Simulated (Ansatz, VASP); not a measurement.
## One calculation of Ir, two programs

```
Ir
1.0
     0.00000    2.22341    1.51126
     2.22341    0.00000    1.51126
     2.22341    2.22341    0.00000
Ir
1
Direct
  0.00000 0.00000 0.00000
```

Alike in both runs: task single point; functional LDA; k mesh 22 × 22 × 22; occupations gaussian, width 0.15 eV; no spin polarisation.

|  | VASP | Ansatz |
| --- | --- | --- |
| version | VASP 6.6.1 | Ansatz 0.2.0 |
| potentials or method | VASP PAW LDA potentials, release 64 (Ir), cutoff 520 eV | scalar-relativistic, plane waves, PAW |
| valence electrons in the cell | 9 | 17 |

Ansatz gave:

```
gap on the k mesh at the Fermi level (eV)                     : none
pressure (GPa)                                                : -14.2
traceless stress, the component that is largest in VASP (GPa) : -13.86
```

Task: Which values does VASP return?

Result: gap on the k mesh at the Fermi level (eV): none; pressure (GPa): -12.4; traceless stress, the component that is largest in VASP (GPa): -13.43.

LDA's correlation is that of Perdew and Zunger in VASP and of Perdew and Wang (1992) in Ansatz. A gap of «none» marks a metal or a gap that the smearing closes. VASP's potentials hold 9 valence electrons a cell and Ansatz's 17, so a difference there can come from the potentials and not from the codes.

Spin-orbit coupling is off throughout.
